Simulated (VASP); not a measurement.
Set up this calculation in VASP 6.6.1, as the native input.

- Task: single point
- Functional: PBE
- Potentials or basis: VASP PAW PBE potentials, release 64 (Sr_sv)
- Cutoff: 520 eV
- k mesh: 14 × 14 × 14
- Occupations: gaussian, width 0.15 eV
- Spin: no spin polarisation
- Dipole correction: no
- Further INCAR settings: ALGO = Normal; EDIFF = 1e-07; NBANDS = 11

The structure of Sr lies in POSCAR:

```
Sr
1.0
   -2.6371875000      2.2128125000      2.4250000000
    2.6371875000     -2.2128125000      2.4250000000
    2.6371875000      2.2128125000     -2.4250000000
Sr
1
Direct
    0.0000000000      0.0000000000      0.0000000000
```

This cell differs from its parent crystal: strain +0.0875 x Voigt [1, -1, 0, 0, 0, 0].

The input as run:

INCAR

```
ALGO     = Normal         # electronic algorithm
EDIFF    = 1E-7           # SCF threshold, eV
ENCUT    = 520            # plane-wave cutoff, eV
GGA      = PE             # functional
ISIF     = 2              # what is computed and relaxed
ISMEAR   = 0              # smearing method
LASPH    = True           # aspherical terms in the spheres
LCHARG   = False          # write CHGCAR
LREAL    = False          # projectors in reciprocal space
LWAVE    = False          # write WAVECAR
NBANDS   = 11             # bands
NELM     = 100            # most SCF steps
PREC     = Accurate       # precision mode
SIGMA    = 0.15           # smearing width, eV
```

KPOINTS

```
k-points
0
Gamma
  14 14 14
```

Potentials or basis: VASP PAW PBE potentials, release 64 (Sr_sv).

The run is started by

```console
$ cat potpaw_PBE.64/Sr_sv/POTCAR > POTCAR
$ mpirun -np 1 vasp_std > vasp.out
```

It gave:

- Pressure: -0.4 GPa
- Band gap on the k mesh: zero (band 5 reaches 1.71 eV, above the bottom of band 6 at 1.40 eV)

Caveat: the cell differs from its parent crystal (strain +0.0875 x Voigt [1, -1, 0, 0, 0, 0]).

Wall time 77 s on 1 thread of Intel(R) Xeon(R) Platinum 8488C (Sapphire Rapids), with other jobs on the host, peak memory 0.38 GiB.
